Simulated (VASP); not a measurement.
# Ti (Im-3m) in VASP: a series of runs, part 2 of 2

VASP 6.6.1. The steps go on from the part before.

### Step 3. Relaxation of cell and atoms, HSE06

Contents of POSCAR:

```
Ti
1.0
   -1.6410000000      1.6410000000      1.6410000000
    1.6410000000     -1.6410000000      1.6410000000
    1.6410000000      1.6410000000     -1.6410000000
Ti
1
Direct
    0.0000000000      0.0000000000      0.0000000000
```

Contents of INCAR.step1:

```
  PREC = Accurate
  ENCUT = 600
  EDIFF = 1E-5
  ISMEAR = -1
  SIGMA = 0.05
  LREAL = F
  LASPH = T
  NELM = 80
  ALGO = Normal
  LWAVE = T
  LCHARG = F
  GGA = PE
  NBANDS = 12
```

Contents of INCAR.step2:

```
  PREC = Accurate
  ENCUT = 600
  EDIFF = 1E-7
  ISMEAR = -1
  SIGMA = 0.05
  LREAL = F
  LASPH = T
  NELM = 80
  ALGO = Normal
  ISIF = 3
  LWAVE = F
  LCHARG = F
  GGA = PE
  LHFCALC = T
  HFSCREEN = 0.2079
  PRECFOCK = Normal
  IBRION = 2
  NSW = 60
  EDIFFG = -0.01
  ISTART = 1
```

Contents of KPOINTS:

```
regular mesh
0
Gamma
  6 6 6
```

Potentials or basis: VASP PAW PBE potentials, release 64 (Ti_sv).

The run is started by

```bash
> cat potpaw_PBE.64/Ti_sv/POTCAR > POTCAR
> cp INCAR.step1 INCAR
> mpirun -np 1 vasp_std > vasp.out
> cp INCAR.step2 INCAR
> mpirun -np 1 vasp_std > vasp.out
```

OUTCAR:

```text
PREC = Accurate
   ENCUT = 600
   EDIFF = 1E-7
   ISMEAR = -1
   LREAL = F
   LASPH = T
   NELM = 80
   ISIF = 3
   GGA = PE
   LHFCALC = T
   HFSCREEN = 0.2079
   PRECFOCK = Normal
   IBRION = 2
   NSW = 60
   EDIFFG = -0.01
   ISTART = 1

 ion  position               nearest neighbor table
   1  0.000  0.000  0.000-

  LATTYP: Found a body centered cubic cell.
 ALAT       =     3.2820000000

  Lattice vectors:

 A1 = (  -1.6410000000,   1.6410000000,   1.6410000000)
 A2 = (   1.6410000000,  -1.6410000000,   1.6410000000)
 A3 = (   1.6410000000,   1.6410000000,  -1.6410000000)

Analysis of symmetry for initial positions (statically):
=====================================================================
 Subroutine PRICEL returns:
 Original cell was already a primitive cell.

 Routine SETGRP: Setting up the symmetry group for a
 body centered cubic supercell.

 Subroutine GETGRP returns: Found 48 space group operations
 (whereof 48 operations were pure point group operations)
 out of a pool of 48 trial point group operations.

The static configuration has the point symmetry O_h .

Analysis of symmetry for dynamics (positions and initial velocities):
=====================================================================
 Subroutine PRICEL returns:
 Original cell was already a primitive cell.

 Routine SETGRP: Setting up the symmetry group for a
 body centered cubic supercell.

 Subroutine GETGRP returns: Found 48 space group operations
 (whereof 48 operations were pure point group operations)
 out of a pool of 48 trial point group operations.

The dynamic configuration has the point symmetry O_h .

 Subroutine INISYM returns: Found 48 space group operations
 (whereof 48 operations are pure point group operations),
 and found     1 'primitive' translations

----------------------------------------------------------------------------------------

                                     Primitive cell

  volume of cell :      17.6761

  direct lattice vectors                    reciprocal lattice vectors
    -1.641000000  1.641000000  1.641000000     0.000000000  0.304692261  0.304692261
     1.641000000 -1.641000000  1.641000000     0.304692261  0.000000000  0.304692261
     1.641000000  1.641000000 -1.641000000     0.304692261  0.304692261  0.000000000

  length of vectors
     2.842295375  2.842295375  2.842295375     0.430899928  0.430899928  0.430899928

  position of ions in fractional coordinates (direct lattice)
     0.000000000  0.000000000  0.000000000

  ion indices of the primitive-cell ions
   primitive index   ion index
                 1           1

----------------------------------------------------------------------------------------

 KPOINTS: regular mesh

Automatic generation of k-mesh.
 Grid dimensions read from file:
 generate k-points for:    6    6    6

 Generating k-lattice:

  Cartesian coordinates                     Fractional coordinates (reciprocal lattice)
     0.000000000  0.050782043  0.050782043     0.166666667  0.000000000  0.000000000
     0.050782043  0.000000000  0.050782043     0.000000000  0.166666667  0.000000000
     0.050782043  0.050782043  0.000000000     0.000000000  0.000000000  0.166666667

  Length of vectors
     0.071816655  0.071816655  0.071816655

  Shift w.r.t. Gamma in fractional coordinates (k-lattice)
     0.000000000  0.000000000  0.000000000

 Subroutine IBZKPT returns following result:
 ===========================================

 Found     16 irreducible k-points:

 Following reciprocal coordinates:
            Coordinates               Weight
  0.000000  0.000000  0.000000      1.000000
  0.166667  0.000000  0.000000     12.000000
  0.333333  0.000000  0.000000     12.000000
  0.500000  0.000000  0.000000      6.000000
  0.166667  0.166667  0.000000     24.000000
  0.333333  0.166667  0.000000     48.000000
[... 8 lines left out ...]
  0.500000  0.500000  0.333333     12.000000
  0.500000  0.500000  0.500000      1.000000
   k-points           NKPTS =     16   k-points in BZ     NKDIM =    216   number of bands    NBANDS=     10
   number of dos      NEDOS =    301   number of ions     NIONS =      1
   total plane-waves  NPLWV =  13824
   dimension x,y,z NGX =    24 NGY =   24 NGZ =   24
   dimension x,y,z NGXF=    48 NGYF=   48 NGZF=   48
   ions per type =               1
   NGX,Y,Z   is equivalent  to a cutoff of  14.04, 14.04, 14.04 a.u.
   NGXF,Y,Z  is equivalent  to a cutoff of  28.08, 28.08, 28.08 a.u.
 SYSTEM =  unknown system
   PREC   = accura    normal or accurate (medium, high low for compatibility)
   ISTART =      1    job   : 0-new  1-cont  2-samecut
   ICHARG =      0    charge: 1-file 2-atom 10-const
   ISPIN  =      1    spin polarized calculation?
   LNONCOLLINEAR =      F non collinear calculations
   LSORBIT =      F    spin-orbit coupling
   LASPH  =      T    aspherical Exc in radial PAW
   ENCUT  =  600.0 eV  44.10 Ry    6.64 a.u.   5.68  5.68  5.68*2*pi/ulx,y,z
   NELM   =     80;   NELMIN=  2; NELMDL=  0     # of ELM steps
   EDIFF  = 0.1E-06   stopping-criterion for ELM
   LREAL  =      F    real-space projection
   EDIFFG = -.1E-01   stopping-criterion for IOM
   NSW    =     60    number of steps for IOM
   IBRION =      2    ionic relax: 0-MD 1-quasi-New 2-CG
   NFREE  =      1    steps in history (QN), initial steepest desc. (CG)
   ISIF   =      3    stress and relaxation
   ISYM   =      3    0-nonsym 1-usesym 2-fastsym
   POTIM  = 0.5000    time-step for ionic-motion
   TEBEG  =    0.0;   TEEND  =   0.0 temperature during run
   PSTRESS=    0.0 pullay stress
   NELECT =      12.0000    total number of electrons
   NUPDOWN=      -1.0000    fix difference up-down
   EMIN   =  10.00;   EMAX   =-10.00  energy-range for DOS
   EFERMI =   0.00;   METHOD = LEGACY
   ISMEAR =    -1;   SIGMA  =   0.05  broadening in eV -4-tet -1-fermi 0-gaus
   EFERMI_NEDOS =   21; number of points for ismear=-14 and -15
   IALGO  =     38    algorithm
   IMIX   =      1    mixing-type and parameters
     AMIX     =   0.40;   BMIX     =  1.00
     AMIX_MAG =   1.60;   BMIX_MAG =  1.00
  volume/ion in A,a.u.               =      17.68       119.28
  Fermi-wavevector in a.u.,A,eV,Ry     =   1.438821  2.718977 28.166848  2.070205
  Thomas-Fermi vector in A             =   2.557745
   LORBIT       =      0    0 simple, 1 ext, 2 COOP (PROOUT), +10 PAW based schemes
   GGA     = PE    functional components
   LHFCALC =     T    Hartree Fock is set to
   PRECFOCK=normal    Normal, Fast or Accurate (Low or Medium for compatibility)
   ENCUT4O =  -1.0   cutoff for four orbital integrals eV
   NKREDX  =     1    reduce k-point grid by
   NKREDY  =     1    reduce k-point grid by
   NKREDZ  =     1    reduce k-point grid by
   AEXX    =    0.2500 exact exchange contribution
   HFSCREEN=    0.2079 screening length (either q_TF or 0.3 A-1)
   HFSCREENC=   0.2079 screening length for correlation (either q_TF or 0.3 A-1)
   ENCUTFOCK=  -1.0 apply spherical cutoff to Coloumb kernel
   IVDW    =     0    specifies the selected vdW correction
   LEPSILON=     F    determine dielectric tensor
   LRPA    =     F    only Hartree local field effects (RPA)
 conjugate gradient relaxation of ions
 non-spin polarized calculation
  energy-cutoff  :      600.00
  volume of cell :       17.68
 maximum number of plane-waves:       603
  NGX = 18; NGY = 18; NGZ = 18

--------------------------------------- Ionic step        1  -------------------------------------------

 number of electron      12.0000001 magnetization

 Free energy of the ion-electron system (eV)
  ---------------------------------------------------
  ext. energy  EPLUGINS =         0.00000000
  ---------------------------------------------------
  free energy    TOTEN  =        -9.24495264 eV

  energy without entropy =       -9.22797115  energy(sigma->0) =       -9.23646190

------------------------ aborting loop because EDIFF is reached ----------------------------------------

  FORCE on cell =-STRESS in cart. coord.  units (eV):
  Direction    XX          YY          ZZ          XY          YZ          ZX
  --------------------------------------------------------------------------------------
  -------------------------------------------------------------------------------------
  Total       -0.2935391     -0.2935391     -0.2935391      0.0000000     -0.0000000      0.0000000
  in kB      -26.6066833    -26.6066833    -26.6066833      0.0000000     -0.0000000      0.0000000
  external PRESSURE =     -26.6066833 kB  Pullay stress =       0.0000000 kB
[... 55 lines left out ...]
  energy  without entropy=       -9.2280324419  energy(sigma->0) =       -9.23668917

--------------------------------------- Ionic step        3  -------------------------------------------

 number of electron      11.9999997 magnetization

 Free energy of the ion-electron system (eV)
  ---------------------------------------------------
  ext. energy  EPLUGINS =         0.00000000
  ---------------------------------------------------
  free energy    TOTEN  =        -9.24820868 eV

  energy without entropy =       -9.23116187  energy(sigma->0) =       -9.23968527

 E-fermi :   8.1653     XC(G=0):  -9.4904

 val. band max:        8.1544168300   @ k =   0.3333   0.1667   0.0000
 cond. band min:       8.3501829965   @ k =   0.3333   0.0000   0.0000
 fundamental gap:      0.1957661665
 Fermi energy:         8.1652960765

 k-point     1 :       0.0000    0.0000    0.0000
  band No.  band energies     occupation
      1     -53.4427      2.00000
      2     -27.6055      2.00000
      3     -27.6055      2.00000
      4     -27.6055      2.00000
      5       0.9255      2.00000
      6       9.7807      0.00000
      7       9.7808      0.00000
      8       9.7808      0.00000
      9      11.5814      0.00000
     10      11.5814      0.00000
[... 221 lines left out ...]
  FREE ENERGIE OF THE ION-ELECTRON SYSTEM (eV)
  ---------------------------------------------------
  free  energy   TOTEN  =        -9.2482086770 eV

  energy  without entropy=       -9.2311618683  energy(sigma->0) =       -9.23968527

 reached required accuracy - stopping structural energy minimisation
```

It took 63 min on 1 thread of Intel Xeon Platinum 8259CL at 2.50GHz (Skylake/Cascade Lake), shared host; peak memory 0.25 GiB.

Results:

```
Free energy                           : -9.2482 eV
Relaxed volume                        : 17.29 Å³/atom
Relaxed cell                          : a = 2.822 Å, b = 2.822 Å, c = 2.822 Å, α = 109.47°, β = 109.47°, γ = 109.47°
Space group after relaxing (to 0.1 Å) : Im-3m (No. 229)
Energy gained by relaxing             : 3.3 meV/atom
Ionic steps                           : 3
Pressure after relaxing               : 0.1 GPa
Band gap on the k mesh                : zero (bands 6 and 7 overlap by 2.51 eV)
```

Step by step:
| step | energy change (eV) | largest force (eV/Å) | pressure (GPa) | volume (Å³) |
| --- | --- | --- | --- | --- |
| 1 | 0.0000 | 0.0000 | -2.66 | 17.68 |
| 2 | -0.0004 | 0.0000 | 2.61 | 16.94 |
| 3 | -0.0033 | 0.0000 | 0.07 | 17.29 |

Final structure:
```cif
data_structure
_symmetry_space_group_name_H-M 'P 1'
_symmetry_Int_Tables_number 1
_cell_length_a 2.8215
_cell_length_b 2.8215
_cell_length_c 2.8215
_cell_angle_alpha 109.471
_cell_angle_beta 109.471
_cell_angle_gamma 109.471
_cell_volume 17.29
loop_
_atom_site_label
_atom_site_type_symbol
_atom_site_fract_x
_atom_site_fract_y
_atom_site_fract_z
_atom_site_occupancy
Ti1 Ti 0.00000 0.00000 0.00000 1
```

Levels at points of the mesh, in eV from the Fermi level:
```csv
k point,band 4,band 5,band 6,band 7,band 8,band 9
"(0.00, 0.00, 0.00)",-35.77,-7.24,1.62,1.62,1.62,3.42
"(0.50, 0.00, 0.00)",-35.78,-3.04,-0.27,0.81,3.40,3.69
"(0.50, 0.50, 0.50)",-36.25,-2.76,-2.76,4.76,4.76,4.76
```

Caveat: the k points lie up to 0.45 Å⁻¹ apart in the final cell, too coarse for converged energies and pressures of a metal; the PAW data sets were made with another functional, which shifts forces and pressure a little.

### Step 4. Single point, r2SCANh

This run uses another cell than the first one, of 18.03 Å³/atom.

Contents of POSCAR:

```
Ti
1.0
   -1.6518678664      1.6518678664      1.6518678664
    1.6518678664     -1.6518678664      1.6518678664
    1.6518678664      1.6518678664     -1.6518678664
Ti
1
Direct
    0.0000000000      0.0000000000      0.0000000000
```

Contents of INCAR.step1:

```
ALGO = Normal
EDIFF = 1E-5
ENCUT = 520
GGA = PE
ISIF = 2
ISMEAR = -1
LASPH = T
LCHARG = F
LREAL = F
LWAVE = T
NBANDS = 12
NELM = 80
PREC = Accurate
SIGMA = 0.05
```

Contents of INCAR.step2:

```
AEXX = 0.1
ALGO = Normal
EDIFF = 1E-6
ENCUT = 520
ISIF = 2
ISMEAR = -1
ISTART = 1
LASPH = T
LCHARG = F
LHFCALC = T
LMIXTAU = T
LREAL = F
LWAVE = F
METAGGA = R2SCAN
NBANDS = 12
NELM = 80
PREC = Accurate
PRECFOCK = Normal
SIGMA = 0.05
```

Contents of KPOINTS:

```
k-points
0
Gamma
  6 6 6
```

The run is started by

```bash
> cat potpaw_PBE.64/Ti_sv/POTCAR > POTCAR
> cp INCAR.step1 INCAR
> mpirun -np 1 vasp_std > vasp.out
> cp INCAR.step2 INCAR
> mpirun -np 1 vasp_std > vasp.out
```

Run time: 11 min. Hardware: 1 thread of Intel Xeon 8259CL, shared host; peak memory 0.15 GiB.

It converged, with:

* Free energy: -13.3247 eV
* Pressure: -4.0 GPa
* Band gap on the k mesh: zero (bands 6 and 7 overlap by 2.38 eV)

Levels at points of the mesh, in eV from the Fermi level:
```tsv
k point	band 3	band 4	band 5	band 6	band 7	band 8	band 9	band 10
(0.00, 0.00, 0.00)	-35.21	-35.21	-6.83	1.50	1.50	1.50	3.17	3.17
(0.50, 0.00, 0.00)	-35.40	-35.21	-2.84	-0.37	0.88	3.17	3.46	4.73
(0.50, 0.50, 0.50)	-35.63	-35.63	-2.53	-2.53	4.39	4.39	4.39	8.77
```

Caveat: the k points lie up to 0.45 Å⁻¹ apart, too coarse for converged energies and pressures of a metal; the PAW data sets were made with another functional, which shifts forces and pressure a little.

### Step 5. The runs side by side

| task | level | cell | k mesh | cutoff (eV) | smearing | share of exact exchange | screening parameter | gap on the mesh (eV) | pressure (GPa) |
| --- | --- | --- | --- | --- | --- | --- | --- | --- | --- |
| single point | PBE-based screened hybrid with 25 % exact exchange | a = 2.842 Å, angles 109.5°, 1 atom | 7 × 7 × 7 | 520 | methfessel-paxton 0.05 eV | 0.25 | 0.3 1/Å | none | -3.9 |
| relaxation of cell and atoms | HSE06 | relaxed from a = 2.842 Å, angles 109.5°, 1 atom | 6 × 6 × 6 | 600 | fermi-dirac 0.05 eV | 0.25 | 0.2079 1/Å | none | 0.1 |
| single point | r2SCANh | a = 2.861 Å, angles 109.5°, 1 atom | 6 × 6 × 6 | 520 | fermi-dirac 0.05 eV | 0.1 | - | none | -4.0 |

Alike in all rows: potentials or basis VASP PAW PBE potentials, release 64 (Ti_sv); no spin polarisation.

Caveats: all runs use coarse meshes; the PAW data sets were made with another functional, which shifts forces and pressure a little.

Absolute energies hang on the potentials; compare differences alone.

The gap in the log of VASP goes by the Fermi energy; the results here count the filled bands.